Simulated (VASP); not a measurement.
# Sn3PbSe4 (Pm-3m) in VASP: single point with PBE

Aim: the single point of Sn3PbSe4 with PBE.

All numbers are computed with VASP 6.6.1; they aren't measurements. Logs are shortened: lines on timing, memory, paths and dates and some standing lists are left out, and cuts for length are marked.

## 1. The cell of the first run

It takes space group Pm-3m (No. 221, cubic). Conventional cell: a = 6.104 Å, b = 6.104 Å, c = 6.104 Å, α = 90.00°, β = 90.00°, γ = 90.00°. Sn (site symmetry 4/mmm) has 6 Se at 3.05 Å within 4.0 Å. Pb (site symmetry m-3m) has 6 Se at 3.05 Å within 4.0 Å. Se (site symmetry 4/mmm) has 4 Sn at 3.05 Å and 2 Pb at 3.05 Å within 4.0 Å. Se (site symmetry m-3m) has 6 Sn at 3.05 Å within 4.0 Å.

## 2. Single point, PBE

POSCAR reads:

```
Sn3PbSe4
1.0
    6.1036531000      0.0000000000      0.0000000000
    0.0000000000      6.1036531000      0.0000000000
    0.0000000000      0.0000000000      6.1036531000
Sn Pb Se
3 1 4
Direct
    0.5000000000      0.0000000000      0.0000000000
    0.0000000000      0.0000000000      0.5000000000
    0.0000000000      0.5000000000      0.0000000000
    0.5000000000      0.5000000000      0.5000000000
    0.0000000000      0.5000000000      0.5000000000
    0.5000000000      0.5000000000      0.0000000000
    0.0000000000      0.0000000000      0.0000000000
    0.5000000000      0.0000000000      0.5000000000
```

INCAR.step1 reads:

```
SYSTEM = Sn3PbSe4
PREC = Accurate
ENCUT = 520
EDIFF = 1E-6
ISMEAR = 0
SIGMA = 0.1
LREAL = .False.
LASPH = .True.
NELM = 60
ALGO = Normal
ISIF = 2
LWAVE = .False.
LCHARG = .True.
GGA = PE
NBANDS = 50
```

KPOINTS.step1 reads:

```
regular mesh
0
Gamma
  6 6 6
  0 0 0
```

INCAR.step2 reads:

```
SYSTEM = Sn3PbSe4
PREC = Accurate
ENCUT = 520
EDIFF = 1E-6
ISMEAR = -5
SIGMA = 0.1
LREAL = .False.
LASPH = .True.
NELM = 60
ALGO = Normal
ISIF = 2
LWAVE = .False.
LCHARG = .False.
GGA = PE
LORBIT = 10
NBANDS = 50
NEDOS = 2001
ICHARG = 11
```

KPOINTS.step2 reads:

```
regular mesh
0
Gamma
  9 9 9
  0 0 0
```

Potentials or basis: VASP PAW PBE potentials, release 64 (Sn_d, Pb_d, Se).

Command:

```sh
cat potpaw_PBE.64/Sn_d/POTCAR potpaw_PBE.64/Pb_d/POTCAR potpaw_PBE.64/Se/POTCAR > POTCAR
cp INCAR.step1 INCAR
cp KPOINTS.step1 KPOINTS
mpirun -np 1 vasp_std > vasp.out
cp INCAR.step2 INCAR
cp KPOINTS.step2 KPOINTS
mpirun -np 1 vasp_std > vasp.out
```

OUTCAR:

```text
SYSTEM = Sn3PbSe4
   PREC = Accurate
   ENCUT = 520
   EDIFF = 1E-6
   ISMEAR = -5
   LREAL = .False.
   LASPH = .True.
   NELM = 60
   ISIF = 2
   GGA = PE
   LORBIT = 10
   ICHARG = 11

 ion  position               nearest neighbor table
   1  0.500  0.000  0.000-   6 3.05   7 3.05   8 3.05   8 3.05   6 3.05   7 3.05
   2  0.000  0.000  0.500-   5 3.05   7 3.05   8 3.05   7 3.05   5 3.05   8 3.05
   3  0.000  0.500  0.000-   5 3.05   6 3.05   7 3.05   5 3.05   7 3.05   6 3.05
   4  0.500  0.500  0.500-   5 3.05   6 3.05   8 3.05   6 3.05   8 3.05   5 3.05
   5  0.000  0.500  0.500-   2 3.05   3 3.05   4 3.05   3 3.05   2 3.05   4 3.05
   6  0.500  0.500  0.000-   1 3.05   3 3.05   4 3.05   4 3.05   1 3.05   3 3.05
   7  0.000  0.000  0.000-   1 3.05   2 3.05   3 3.05   2 3.05   3 3.05   1 3.05
   8  0.500  0.000  0.500-   1 3.05   2 3.05   4 3.05   1 3.05   4 3.05   2 3.05

  LATTYP: Found a simple cubic cell.
 ALAT       =     6.1036531000

  Lattice vectors:

 A1 = (   6.1036531000,   0.0000000000,   0.0000000000)
 A2 = (   0.0000000000,   6.1036531000,   0.0000000000)
 A3 = (   0.0000000000,   0.0000000000,   6.1036531000)

Analysis of symmetry for initial positions (statically):
=====================================================================
 Subroutine PRICEL returns:
 Original cell was already a primitive cell.

 Routine SETGRP: Setting up the symmetry group for a
 simple cubic supercell.

 Subroutine GETGRP returns: Found 48 space group operations
 (whereof 48 operations were pure point group operations)
 out of a pool of 48 trial point group operations.

The static configuration has the point symmetry O_h .

Analysis of symmetry for dynamics (positions and initial velocities):
=====================================================================
 Subroutine PRICEL returns:
 Original cell was already a primitive cell.

 Routine SETGRP: Setting up the symmetry group for a
 simple cubic supercell.

 Subroutine GETGRP returns: Found 48 space group operations
 (whereof 48 operations were pure point group operations)
 out of a pool of 48 trial point group operations.

The dynamic configuration has the point symmetry O_h .

 Subroutine INISYM returns: Found 48 space group operations
 (whereof 48 operations are pure point group operations),
 and found     1 'primitive' translations

----------------------------------------------------------------------------------------

[... 125 lines left out ...]
     AMIX     =   0.40;   BMIX     =  1.00
     AMIX_MAG =   1.60;   BMIX_MAG =  1.00
  volume/ion in A,a.u.               =      28.42       191.81
  Fermi-wavevector in a.u.,A,eV,Ry     =   1.155709  2.183972 18.172787  1.335662
  Thomas-Fermi vector in A             =   2.292335
   LORBIT       =     10    0 simple, 1 ext, 2 COOP (PROOUT), +10 PAW based schemes
   GGA     = PE    functional components
   LHFCALC =     F    Hartree Fock is set to
   AEXX    =    0.0000 exact exchange contribution
   IVDW    =     0    specifies the selected vdW correction
   LEPSILON=     F    determine dielectric tensor
   LRPA    =     F    only Hartree local field effects (RPA)
 non-spin polarized calculation
 Fermi weights with tetrahedron method with Bloechl corrections
  energy-cutoff  :      520.00
  volume of cell :      227.39
 maximum number of plane-waves:      6148
 NGX is ok and might be reduce to    48

 number of electron      80.0000044 magnetization

 Free energy of the ion-electron system (eV)
  ---------------------------------------------------
  ext. energy  EPLUGINS =         0.00000000
  ---------------------------------------------------
  free energy    TOTEN  =       -32.80844458 eV

  energy without entropy =      -32.80844458  energy(sigma->0) =      -32.80844458

 E-fermi :   5.1685     XC(G=0):  -9.4497

 val. band max:        5.1556732846   @ k =   0.4444   0.4444   0.4444
 cond. band min:       5.4717350765   @ k =   0.4444   0.4444   0.4444
 fundamental gap:      0.3160617920
 Fermi energy:         5.1684926063

 k-point     1 :       0.0000    0.0000    0.0000
  band No.  band energies     occupation
      1     -16.4519      2.00000
      2     -16.4421      2.00000
      3     -16.4421      2.00000
      4     -16.4341      2.00000
      5     -16.4341      2.00000
      6     -16.4341      2.00000
[... 1261 lines left out ...]
     49       8.8825      0.00000
     50       9.2014      0.00000

 [... further k-points ...]

------------------------ aborting loop because EDIFF is reached ----------------------------------------

  FORCE on cell =-STRESS in cart. coord.  units (eV):
  Direction    XX          YY          ZZ          XY          YZ          ZX
  --------------------------------------------------------------------------------------
  -------------------------------------------------------------------------------------
  Total        0.0059401      0.0059401      0.0059401     -0.0000000      0.0000000      0.0000000
  in kB        0.0418535      0.0418535      0.0418535     -0.0000000      0.0000000      0.0000000
  external PRESSURE =       0.0418535 kB  Pullay stress =       0.0000000 kB

 VOLUME and BASIS-vectors are now :
 -----------------------------------------------------------------------------
  energy-cutoff  :      520.00
  volume of cell :      227.39
      direct lattice vectors                 reciprocal lattice vectors
     6.103653100  0.000000000  0.000000000     0.163836310  0.000000000  0.000000000
     0.000000000  6.103653100  0.000000000     0.000000000  0.163836310  0.000000000
     0.000000000  0.000000000  6.103653100     0.000000000  0.000000000  0.163836310

 POSITION                                       TOTAL-FORCE (eV/Angst)
 -----------------------------------------------------------------------------------
      3.05183      0.00000      0.00000         0.000000      0.000000      0.000000
      0.00000      0.00000      3.05183         0.000000      0.000000      0.000000
      0.00000      3.05183      0.00000         0.000000      0.000000      0.000000
      3.05183      3.05183      3.05183         0.000000      0.000000      0.000000
      0.00000      3.05183      3.05183         0.000000      0.000000      0.000000
      3.05183      3.05183      0.00000         0.000000      0.000000      0.000000
      0.00000      0.00000      0.00000         0.000000      0.000000      0.000000
      3.05183      0.00000      3.05183         0.000000      0.000000      0.000000
 -----------------------------------------------------------------------------------
    total drift:                                0.000000      0.000000      0.000000

  FREE ENERGIE OF THE ION-ELECTRON SYSTEM (eV)
  ---------------------------------------------------
  free  energy   TOTEN  =       -32.8084445831 eV

  energy  without entropy=      -32.8084445831  energy(sigma->0) =      -32.80844458

 total charge

# of ion       s       p       d       tot
------------------------------------------
    1        1.397   0.635   9.983  12.015
    2        1.397   0.635   9.983  12.015
    3        1.397   0.635   9.983  12.015
    4        1.477   0.535   9.842  11.855
    5        1.472   2.305   0.020   3.798
    6        1.472   2.305   0.020   3.798
    7        1.474   2.290   0.022   3.785
    8        1.472   2.305   0.020   3.798
--------------------------------------------------
tot         11.560  11.645  39.873  63.078
```

Wall time 13 min (1 thread of AMD EPYC 7R13, shared host); peak memory 0.5 GiB.

What came out:

| Quantity | Value |
| --- | --- |
| Valence electrons inside the program's atomic spheres | Sn 12.02; Pb 11.86; Se 3.80, 3.79 (each value once) |

Caveat: spin-orbit coupling is left out, which moves the levels of the heavy elements.
